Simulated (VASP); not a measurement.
A run of VASP 6.6.1 is set up as follows.

File INCAR:

```
PREC = Accurate
ENCUT = 600
EDIFF = 1E-6
ISMEAR = 0
SIGMA = 0.1
LREAL = False
LASPH = True
NELM = 60
ALGO = Normal
ISIF = 3
LWAVE = False
LCHARG = False
GGA = PE
IBRION = 2
NSW = 90
EDIFFG = -0.04
```

File KPOINTS:

```
Automatic mesh
0
Gamma
  4 4 4
```

POSCAR

```
Zr2NbC3
1.0
    2.4418849100     -4.3946383900      0.0000000000
    2.4418849100      4.3946383900      0.0000000000
    0.0000000000      0.0000000000      4.0303491700
Zr Nb C
2 1 3
Direct
    0.5000000000      0.0000000000      0.5000000000
    0.0000000000      0.5000000000      0.5000000000
    0.0000000000      0.0000000000      0.0000000000
    0.6779564000      0.3220436000      0.0000000000
    0.3220436000      0.6779564000      0.0000000000
    0.5000000000      0.5000000000      0.5000000000
```

Potentials or basis: VASP PAW PBE potentials, release 64 (Zr_sv, Nb_sv, C).

Run with:

```bash
$ cat potpaw_PBE.64/Zr_sv/POTCAR potpaw_PBE.64/Nb_sv/POTCAR potpaw_PBE.64/C/POTCAR > POTCAR
$ mpirun -np 1 vasp_std > vasp.out
```

Task: Estimate the relaxed volume.

Result: 13.59 Å³/atom.

Task: Estimate the band gap on the k mesh.

Result: Zero (an odd number of electrons rules out a gap without spin polarisation).

The path:
```tsv
step	energy change (eV)	largest force (eV/Å)	pressure (GPa)	volume (Å³)
1	0.0000	0.4228	-8.59	86.50
2	-2.1601	0.5034	7.48	76.39
3	-2.4540	0.7901	20.39	72.00
4	-3.8959	1.4929	6.05	76.51
5	-4.3876	1.7033	-2.47	80.17
6	-4.4038	1.5520	-3.98	80.98
7	-4.4044	1.6010	-3.61	80.77
8	-4.6642	0.6082	-0.84	80.10
9	-4.7006	0.1705	1.30	79.60
10	-4.7025	0.0142	0.87	79.71
11	-4.7917	0.3313	-1.08	80.19
12	-4.7934	0.3610	-1.28	80.25
13	-4.7936	0.3734	-1.35	80.28
14	-4.8078	0.1712	1.49	79.39
15	-4.8080	0.1505	1.78	79.30
16	-4.8227	0.1279	1.66	79.66
17	-4.8515	0.0120	1.06	80.69
18	-4.8202	0.1986	0.46	82.63
19	-4.8555	0.0522	0.89	81.14
20	-4.8555	0.0640	0.81	81.27
21	-4.8559	0.0495	-1.11	82.02
22	-4.8573	0.0047	-0.21	81.66
23	-4.8576	0.0304	0.03	81.56
```

Caveat: the k points lie up to 0.47 Å⁻¹ apart in the final cell, too coarse for converged energies and pressures of a metal; a cell axis changed by over 15 % at a fixed basis, so the end point is rough.
